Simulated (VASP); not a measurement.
# KAs4 (P4/mmm) in VASP: notebook

Runs on KAs4. Level: PBE+D3(BJ). Tasks: single point, relaxation of cell and atoms.

Everything below comes from runs of VASP 6.6.1. Logs are shortened: lines on timing, memory, paths and dates and some standing lists are left out, and cuts for length are marked.

## Step 1: The cell of the first run

Symmetry: P4/mmm, No. 123, tetragonal system. Conventional cell: a = 3.959 Å, b = 3.959 Å, c = 7.810 Å, α = 90.00°, β = 90.00°, γ = 90.00°. K (site symmetry 4/mmm) has 8 As at 3.32 Å and 4 K at 3.96 Å within 4.4 Å. As (site symmetry 2mm) has 5 As at 2.47 to 2.80 Å within 3.3 Å.

## Step 2: Single point, PBE+D3(BJ)

File INCAR:

```
SYSTEM = KAs4
ALGO = Normal
EDIFF = 1E-7
ENCUT = 520
GGA = PE
ISIF = 2
ISMEAR = 0
IVDW = 12
LASPH = .TRUE.
LCHARG = .FALSE.
LREAL = .FALSE.
LWAVE = .FALSE.
NBANDS = 22
NELM = 100
PREC = Accurate
SIGMA = 0.1
```

File KPOINTS:

```
k-points
0
G
  10 10 6
  0 0 0
```

File POSCAR:

```
KAs4
1.0
    3.9590842877      0.0000000000      0.0000000000
    0.0000000000      3.9590842877      0.0000000000
    0.0000000000      0.0000000000      7.8098362952
K As
1 4
Direct
    0.0000000000      0.0000000000      0.0000000000
    0.0000000000      0.5000000000      0.6579415610
    0.5000000000      0.0000000000      0.6579415610
    0.0000000000      0.5000000000      0.3420584390
    0.5000000000      0.0000000000      0.3420584390
```

Potentials or basis: VASP PAW PBE potentials, release 64 (K_sv, As).

Started as:

```bash
$ cat potpaw_PBE.64/K_sv/POTCAR potpaw_PBE.64/As/POTCAR > POTCAR
$ mpirun -np 1 vasp_std > vasp.out
```

OUTCAR:

```text
SYSTEM = KAs4
   EDIFF = 1E-7
   ENCUT = 520
   GGA = PE
   ISIF = 2
   ISMEAR = 0
   IVDW = 12
   LASPH = .TRUE.
   LREAL = .FALSE.
   NELM = 100
   PREC = Accurate
 IVDW          = 12

 ion  position               nearest neighbor table
   1  0.000  0.000  0.000-   2 3.32   3 3.32   4 3.32   5 3.32   2 3.32   4 3.32   3 3.32   5 3.32

   2  0.000  0.500  0.658-   4 2.47   3 2.80   3 2.80   3 2.80   3 2.80   1 3.32   1 3.32
   3  0.500  0.000  0.658-   5 2.47   2 2.80   2 2.80   2 2.80   2 2.80   1 3.32   1 3.32
   4  0.000  0.500  0.342-   2 2.47   5 2.80   5 2.80   5 2.80   5 2.80   1 3.32   1 3.32
   5  0.500  0.000  0.342-   3 2.47   4 2.80   4 2.80   4 2.80   4 2.80   1 3.32   1 3.32

  LATTYP: Found a simple tetragonal cell.
 ALAT       =     3.9590842877
 C/A-ratio  =     1.9726370362

  Lattice vectors:

 A1 = (   3.9590842877,   0.0000000000,   0.0000000000)
 A2 = (   0.0000000000,   3.9590842877,   0.0000000000)
 A3 = (   0.0000000000,   0.0000000000,   7.8098362952)

Analysis of symmetry for initial positions (statically):
=====================================================================
 Subroutine PRICEL returns:
 Original cell was already a primitive cell.

 Routine SETGRP: Setting up the symmetry group for a
 simple tetragonal supercell.

 Subroutine GETGRP returns: Found 16 space group operations
 (whereof 16 operations were pure point group operations)
 out of a pool of 16 trial point group operations.

The static configuration has the point symmetry D_4h.

Analysis of symmetry for dynamics (positions and initial velocities):
=====================================================================
 Subroutine PRICEL returns:
 Original cell was already a primitive cell.

 Routine SETGRP: Setting up the symmetry group for a
 simple tetragonal supercell.

 Subroutine GETGRP returns: Found 16 space group operations
 (whereof 16 operations were pure point group operations)
 out of a pool of 16 trial point group operations.

The dynamic configuration has the point symmetry D_4h.

 Subroutine INISYM returns: Found 16 space group operations
 (whereof 16 operations are pure point group operations),
 and found     1 'primitive' translations

----------------------------------------------------------------------------------------

                                     Primitive cell

  volume of cell :     122.4141

  direct lattice vectors                    reciprocal lattice vectors
[... 95 lines left out ...]
   EDIFFG = 0.1E-05   stopping-criterion for IOM
   NSW    =      0    number of steps for IOM
   IBRION =     -1    ionic relax: 0-MD 1-quasi-New 2-CG
   NFREE  =      0    steps in history (QN), initial steepest desc. (CG)
   ISIF   =      2    stress and relaxation
   ISYM   =      2    0-nonsym 1-usesym 2-fastsym
   POTIM  = 0.5000    time-step for ionic-motion
   TEBEG  =    0.0;   TEEND  =   0.0 temperature during run
   PSTRESS=    0.0 pullay stress
   NELECT =      29.0000    total number of electrons
   NUPDOWN=      -1.0000    fix difference up-down
   EMIN   =  10.00;   EMAX   =-10.00  energy-range for DOS
   EFERMI =   0.00;   METHOD = LEGACY
   ISMEAR =     0;   SIGMA  =   0.10  broadening in eV -4-tet -1-fermi 0-gaus
   EFERMI_NEDOS =   21; number of points for ismear=-14 and -15
   IALGO  =     38    algorithm
   IMIX   =      4    mixing-type and parameters
     AMIX     =   0.40;   BMIX     =  1.00
     AMIX_MAG =   1.60;   BMIX_MAG =  1.00
  volume/ion in A,a.u.               =      24.48       165.22
  Fermi-wavevector in a.u.,A,eV,Ry     =   1.012971  1.914238 13.961078  1.026110
  Thomas-Fermi vector in A             =   2.146112
   LORBIT       =      0    0 simple, 1 ext, 2 COOP (PROOUT), +10 PAW based schemes
   GGA     = PE    functional components
   LHFCALC =     F    Hartree Fock is set to
   AEXX    =    0.0000 exact exchange contribution
   IVDW    =    12    specifies the selected vdW correction
   LEPSILON=     F    determine dielectric tensor
   LRPA    =     F    only Hartree local field effects (RPA)
 non-spin polarized calculation
 Gauss-broadening in eV      SIGMA  =   0.10
  energy-cutoff  :      520.00
  volume of cell :      122.41
 maximum number of plane-waves:      3337
 NGX is ok and might be reduce to    30
   NGX = 15   NGY = 15   NGZ = 29

 number of electron      28.9999994 magnetization

 Free energy of the ion-electron system (eV)
  ---------------------------------------------------
  ext. energy  EPLUGINS =         0.00000000
  ---------------------------------------------------
  free energy    TOTEN  =       -20.00090642 eV

  energy without entropy =      -19.99365005  energy(sigma->0) =      -19.99727824

 E-fermi :   4.1278     XC(G=0):  -9.1915

 val. band max:        4.1230921408   @ k =   0.2000   0.1000   0.1667
 cond. band min:       4.1405803233   @ k =   0.5000   0.0000   0.1667
 fundamental gap:      0.0174881825
 Fermi energy:         4.1277710811

 k-point     1 :       0.0000    0.0000    0.0000
  band No.  band energies     occupation
      1     -27.1484      2.00000
      2     -10.7919      2.00000
      3     -10.6116      2.00000
      4     -10.6116      2.00000
      5     -10.3434      2.00000
      6      -7.7407      2.00000
[... 589 lines left out ...]
     21       8.0069      0.00000
     22       8.3541      0.00000

 [... further k-points ...]

------------------------ aborting loop because EDIFF is reached ----------------------------------------

 Edisp (eV)   -1.82546

 E8    (eV) :    -0.8116

  FORCE on cell =-STRESS in cart. coord.  units (eV):
  Direction    XX          YY          ZZ          XY          YZ          ZX
  --------------------------------------------------------------------------------------
  -------------------------------------------------------------------------------------
  Total       0.07751     0.07751     0.28998     0.00000    -0.00000    -0.00000
  in kB       1.01441     1.01441     3.79531     0.00000    -0.00000    -0.00000
  external pressure =        1.94 kB  Pullay stress =        0.00 kB

 VOLUME and BASIS-vectors are now :
 -----------------------------------------------------------------------------
  energy-cutoff  :      520.00
  volume of cell :      122.41
      direct lattice vectors                 reciprocal lattice vectors
     3.959084288  0.000000000  0.000000000     0.252583660  0.000000000  0.000000000
     0.000000000  3.959084288  0.000000000     0.000000000  0.252583660  0.000000000
     0.000000000  0.000000000  7.809836295     0.000000000  0.000000000  0.128043657

 POSITION                                       TOTAL-FORCE (eV/Angst)
 -----------------------------------------------------------------------------------
      0.00000      0.00000      0.00000         0.000000     -0.000000      0.000000
      0.00000      1.97954      5.13842        -0.000000      0.000000      0.038593
      1.97954      0.00000      5.13842        -0.000000      0.000000      0.038593
      0.00000      1.97954      2.67142         0.000000     -0.000000     -0.038593
      1.97954      0.00000      2.67142         0.000000     -0.000000     -0.038593
 -----------------------------------------------------------------------------------
    total drift:                                0.000000      0.000000      0.000000

  FREE ENERGIE OF THE ION-ELECTRON SYSTEM (eV)
  ---------------------------------------------------
  free  energy   TOTEN  =       -21.8263622694 eV

  energy  without entropy=      -21.8191059003  energy(sigma->0) =      -21.82273408
```

stdout:

```text
POSCAR found type information on POSCAR K As
 POSCAR found :  2 types and       5 ions
 scaLAPACK will be used
 LDA part: xc-table for (Slater+PW92), standard interpolation
 POSCAR, INCAR and KPOINTS ok, starting setup
 FFT: planning ... GRIDC
 FFT: planning ... GRID_SOFT
 FFT: planning ... GRID
 WAVECAR not read
 entering main loop
```

Wall time 3.2 min (1 thread of Intel Xeon Platinum 8488C (Sapphire Rapids), shared host); peak memory 0.35 GiB.

What came out:

* Free energy: -21.8264 eV
* Pressure: 0.2 GPa
* Largest force: 0.039 eV/Å
* Dispersion energy per atom: -0.365 eV

Forces on the atoms (eV/Å):
```
K    0.000  0.000  0.000
As   0.000  0.000  0.039
As   0.000  0.000  0.039
As   0.000  0.000 -0.039
As   0.000  0.000 -0.039
```

Levels at points of the mesh, in eV from the Fermi level:
```
           k point  band 11  band 12  band 13  band 14  band 15  band 16  band 17  band 18
(0.00, 0.00, 0.00)    -4.05    -2.28    -2.28    -1.04     0.24     1.28     2.80     3.44
(0.50, 0.00, 0.00)    -1.70    -1.67    -1.34    -1.21    -0.02     0.20     0.77     0.80
(0.50, 0.50, 0.00)    -4.41    -4.40    -2.96    -2.96     1.62     1.93     1.93     3.04
(0.00, 0.00, 0.50)    -4.08    -2.21    -2.21    -1.48    -0.73     2.81     3.00     3.11
(0.50, 0.00, 0.50)    -1.76    -1.65    -1.25    -1.22     0.12     0.14     0.40     0.83
(0.50, 0.50, 0.50)    -4.64    -4.49    -3.09    -3.09     2.06     2.06     2.55     3.74
```

Caveat: pairwise dispersion overbinds metals, which lowers pressure and volume.

## Step 3: Relaxation of cell and atoms, PBE+D3(BJ)

This run uses another cell than the first one, of 24.73 Å³/atom, 1.010 times its volume.

File INCAR:

```
SYSTEM = KAs4
PREC = Accurate ; ENCUT = 600
EDIFF = 1E-7 ; ISMEAR = 0
SIGMA = 0.1 ; LREAL = .False.
LASPH = .True. ; NELM = 100
ALGO = Normal ; ISIF = 3
LWAVE = .False. ; LCHARG = .False.
GGA = PE ; IVDW = 12
IBRION = 2 ; NSW = 100
EDIFFG = -0.01
```

File KPOINTS:

```
Automatic mesh
0
Gamma
  10 10 6
  0 0 0
```

File POSCAR:

```
KAs4
1.0
    3.9955854939      0.0000000000      0.0000000000
    0.0000000000      3.9955854939      0.0000000000
    0.0000000000      0.0000000000      7.7465697589
K As
1 4
Direct
    0.0000000000      0.0000000000      0.0000000000
    0.0000000000      0.5000000000      0.6570682501
    0.5000000000      0.0000000000      0.6570682501
    0.0000000000      0.5000000000      0.3429317499
    0.5000000000      0.0000000000      0.3429317499
```

Potentials or basis: VASP PAW PBE potentials, release 64 (K_sv, As).

Started as:

```bash
$ cat potpaw_PBE.64/K_sv/POTCAR potpaw_PBE.64/As/POTCAR > POTCAR
$ mpirun -np 1 vasp_std > vasp.out
```

OUTCAR:

```text
SYSTEM = KAs4
   PREC = Accurate
   ENCUT = 600
   EDIFF = 1E-7
   ISMEAR = 0
   LREAL = .False.
   LASPH = .True.
   NELM = 100
   ISIF = 3
   GGA = PE
   IVDW = 12
   IBRION = 2
   NSW = 100
   EDIFFG = -0.01
 IVDW          = 12

 ion  position               nearest neighbor table
   1  0.000  0.000  0.000-   2 3.32   3 3.32   4 3.32   5 3.32   2 3.32   4 3.32   3 3.32   5 3.32

   2  0.000  0.500  0.657-   4 2.43   3 2.83   3 2.83   3 2.83   3 2.83   1 3.32   1 3.32
   3  0.500  0.000  0.657-   5 2.43   2 2.83   2 2.83   2 2.83   2 2.83   1 3.32   1 3.32
   4  0.000  0.500  0.343-   2 2.43   5 2.83   5 2.83   5 2.83   5 2.83   1 3.32   1 3.32
   5  0.500  0.000  0.343-   3 2.43   4 2.83   4 2.83   4 2.83   4 2.83   1 3.32   1 3.32

  LATTYP: Found a simple tetragonal cell.
 ALAT       =     3.9955854939
 C/A-ratio  =     1.9387821311

  Lattice vectors:

 A1 = (   3.9955854939,   0.0000000000,   0.0000000000)
 A2 = (   0.0000000000,   3.9955854939,   0.0000000000)
 A3 = (   0.0000000000,   0.0000000000,   7.7465697589)

[... 187 lines left out ...]

 E8    (eV) :    -0.8032
[... 292 lines left out ...]
--------------------------------------- Ionic step        8  -------------------------------------------

 number of electron      28.9999995 magnetization

 Free energy of the ion-electron system (eV)
  ---------------------------------------------------
  ext. energy  EPLUGINS =         0.00000000
  ---------------------------------------------------
  free energy    TOTEN  =       -20.00775747 eV

  energy without entropy =      -20.00007201  energy(sigma->0) =      -20.00391474

 E-fermi :   4.0942     XC(G=0):  -9.1767

 val. band max:        4.0769424715   @ k =   0.5000   0.0000   0.0000
 cond. band min:       4.1133412656   @ k =   0.5000   0.0000   0.1667
 fundamental gap:      0.0363987941
 Fermi energy:         4.0941810259

 k-point     1 :       0.0000    0.0000    0.0000
  band No.  band energies     occupation
      1     -27.1839      2.00000
      2     -10.8216      2.00000
      3     -10.6472      2.00000
      4     -10.6472      2.00000
      5     -10.3438      2.00000
      6      -7.7717      2.00000
[... 481 lines left out ...]
      5      -9.9487      2.00000
      6      -7.5193      2.00000
[... 10 lines left out ...]
     17       5.9656      0.00000
     18       6.5386      0.00000

 [... further k-points ...]

------------------------ aborting loop because EDIFF is reached ----------------------------------------

 Edisp (eV)   -1.81924

 E8    (eV) :    -0.8089
[... 28 lines left out ...]
  FREE ENERGIE OF THE ION-ELECTRON SYSTEM (eV)
  ---------------------------------------------------
  free  energy   TOTEN  =       -21.8269941181 eV

  energy  without entropy=      -21.8193086552  energy(sigma->0) =      -21.82315139

 reached required accuracy - stopping structural energy minimisation
```

OSZICAR:

```text
N       E                     dE             d eps       ncg     rms          rms(c)
DAV:   1     0.165404648809E+03    0.16540E+03   -0.13062E+04  3024   0.154E+03
DAV:   2    -0.824357936094E+01   -0.17365E+03   -0.17047E+03  3964   0.281E+02
DAV:   3    -0.196812428447E+02   -0.11438E+02   -0.11198E+02  4008   0.642E+01
[... 69 lines left out ...]
DAV:   3    -0.200077596598E+02    0.33512E-04   -0.85670E-05  3636   0.575E-02    0.141E-02
DAV:   4    -0.200077583844E+02    0.12754E-05   -0.59854E-06  4584   0.144E-02    0.450E-03
DAV:   5    -0.200077576932E+02    0.69128E-06   -0.13923E-06  5144   0.640E-03    0.183E-03
DAV:   6    -0.200077575292E+02    0.16398E-06   -0.73125E-08  2048   0.187E-03    0.594E-04
DAV:   7    -0.200077574709E+02    0.58258E-07   -0.10783E-08  1706   0.933E-04
   8 F= -.21826994E+02 E0= -.21823151E+02  d E =-.397378E-04
```

CONTCAR:

```text
KAs4
   1.00000000000000
     3.9606661066414581    0.0000000000000000   -0.0000000000000000
     0.0000000000000000    3.9606661066414581   -0.0000000000000000
     0.0000000000000000    0.0000000000000000    7.8318392224861144
  K               As
     1     4
Direct
     1.0000000000000000    1.0000000000000000    0.0000000000000000
     0.0000000000000000    0.5000000000000000    0.6578820288261471
     0.5000000000000000    1.0000000000000000    0.6578820288261471
     0.0000000000000000    0.5000000000000000    0.3421179711738530
     0.5000000000000000    0.0000000000000000    0.3421179711738530

  0.00000000E+00  0.00000000E+00  0.00000000E+00
  0.00000000E+00  0.00000000E+00  0.00000000E+00
  0.00000000E+00  0.00000000E+00  0.00000000E+00
  0.00000000E+00  0.00000000E+00  0.00000000E+00
  0.00000000E+00  0.00000000E+00  0.00000000E+00
```

It took 13 min on 1 thread of Intel Xeon Platinum 8488C (Sapphire Rapids), shared host; peak memory 0.42 GiB.

What came out:

```
Free energy                            : -21.8270 eV
Relaxed volume                         : 24.57 Å³/atom
Relaxed cell                           : a = 3.961 Å, b = 3.961 Å, c = 7.832 Å, α = 90.00°, β = 90.00°, γ = 90.00°
Space group after relaxing (to 0.05 Å) : P4/mmm (No. 123)
Energy gained by relaxing              : 2.8 meV/atom
Ionic steps                            : 8
Pressure after relaxing                : 0.0 GPa
Largest force after relaxing           : 0.003 eV/Å
Dispersion energy per atom             : -0.364 eV
```

Forces on the atoms (eV/Å):
```
K    0.000  0.000  0.000
As   0.000  0.000  0.003
As   0.000  0.000  0.003
As   0.000  0.000 -0.003
As   0.000  0.000 -0.003
```

The path:
```tsv
step	energy change (eV)	largest force (eV/Å)	pressure (GPa)	volume (Å³)
1	0.0000	0.2336	0.02	123.67
2	-0.0118	0.0770	-0.49	123.71
3	-0.0120	0.0450	-0.44	123.70
4	-0.0138	0.0175	0.05	122.52
5	-0.0138	0.0196	0.02	122.59
6	-0.0139	0.0110	0.03	122.64
7	-0.0140	0.0101	0.04	122.75
8	-0.0140	0.0034	0.00	122.86
```

Final structure:
```
CELL_PARAMETERS angstrom
3.96067 0.00000 0.00000
0.00000 3.96067 0.00000
0.00000 0.00000 7.83184
ATOMIC_POSITIONS crystal
K 0.00000 0.00000 0.00000
As 0.00000 0.50000 0.65788
As 0.50000 0.00000 0.65788
As 0.00000 0.50000 0.34212
As 0.50000 0.00000 0.34212
```

Caveat: pairwise dispersion overbinds metals, which lowers pressure and volume.

## Step 4: Single point, PBE+D3(BJ)

This run uses another cell than the first one, of 23.39 Å³/atom, 0.955 times its volume.

File INCAR:

```
SYSTEM = KAs4
  ALGO = Normal
  EDIFF = 1E-6
  ENCUT = 520
  GGA = PE
  ISIF = 2
  ISMEAR = 0
  IVDW = 12
  LASPH = .True.
  LCHARG = .False.
  LREAL = .False.
  LWAVE = .False.
  NBANDS = 22
  NELM = 100
  PREC = Accurate
  SIGMA = 0.1
```

File KPOINTS:

```
k-points
0
Gamma
  4 4 2
  0 0 0
```

File POSCAR:

```
KAs4
1.0
    3.7707963200      0.0000000000      0.0000000000
    0.0000000000      3.7707963200      0.0000000000
    0.0000000000      0.0000000000      8.2237235600
K As
1 4
Direct
    0.0000000000      0.0000000000      0.0000000000
    0.0000000000      0.5000000000      0.7298229000
    0.5000000000      0.0000000000      0.7298229000
    0.0000000000      0.5000000000      0.2701771000
    0.5000000000      0.0000000000      0.2701771000
```

Started as:

```bash
$ cat potpaw_PBE.64/K_sv/POTCAR potpaw_PBE.64/As/POTCAR > POTCAR
$ mpirun -np 1 vasp_std > vasp.out
```

It took 28 s on 1 thread of Intel Xeon Platinum 8488C (Sapphire Rapids), shared host; peak memory 0.23 GiB.

The run converged. Its results:

```yaml
Free_energy: -19.1757 eV
Pressure: 5.2 GPa
Largest_force: 1.451 eV/Å
Dispersion_energy_per_atom: -0.367 eV
```

Forces on the atoms (eV/Å):
```
K    0.000  0.000  0.000
As   0.000  0.000 -1.451
As   0.000  0.000 -1.451
As   0.000  0.000  1.451
As   0.000  0.000  1.451
```

Stress tensor (GPa, compression positive):
```
 0.92  0.00  0.00
 0.00  0.92  0.00
 0.00  0.00 13.70
```

Levels at points of the mesh, in eV from the Fermi level:
```
           k point  band 12  band 13  band 14  band 15  band 16  band 17
(0.00, 0.00, 0.00)    -2.76    -2.76    -1.70     1.05     2.17     3.18
(0.50, 0.00, 0.00)    -0.35    -0.19    -0.10     0.10     0.24     0.48
(0.50, 0.50, 0.00)    -4.91    -0.73    -0.73     0.08     0.08     2.47
(0.00, 0.00, 0.50)    -2.96    -2.61    -2.61     1.77     2.13     2.95
(0.50, 0.00, 0.50)    -0.47    -0.47    -0.05    -0.05     0.05     0.72
(0.50, 0.50, 0.50)    -5.12    -1.05    -1.05     0.41     0.41     2.99
```

Caveat: the k points lie up to 0.42 Å⁻¹ apart; pairwise dispersion overbinds metals, which lowers pressure and volume; forces of over 1 eV/Å act on the atoms, so gaps and moduli don't describe the material at rest.

## Step 5: Overview

| task | cell | k mesh | cutoff (eV) | gap on the mesh (eV) | pressure (GPa) | largest force (eV/Å) |
| --- | --- | --- | --- | --- | --- | --- |
| single point | a = 3.959, b = 3.959, c = 7.810 Å, 5 atoms | 10 × 10 × 6 | 520 | none | 0.2 | 0.04 |
| relaxation of cell and atoms | relaxed from a = 3.996, b = 3.996, c = 7.747 Å, 5 atoms | 10 × 10 × 6 | 600 | none | 0.0 | - |
| single point | a = 3.771, b = 3.771, c = 8.224 Å, 5 atoms | 4 × 4 × 2 | 520 | none | 5.2 | 1.45 |

Alike in all rows: level PBE+D3(BJ); potentials or basis VASP PAW PBE potentials, release 64 (K_sv, As); no spin polarisation; smearing gaussian 0.1 eV.

Caveats: some runs use coarse meshes; pairwise dispersion overbinds metals, which lowers pressure and volume; forces of over 1 eV/Å act on the atoms, so gaps and moduli don't describe the material at rest (some runs).

Total energies depend on the potentials used, so only differences within one code and one set of settings carry meaning.
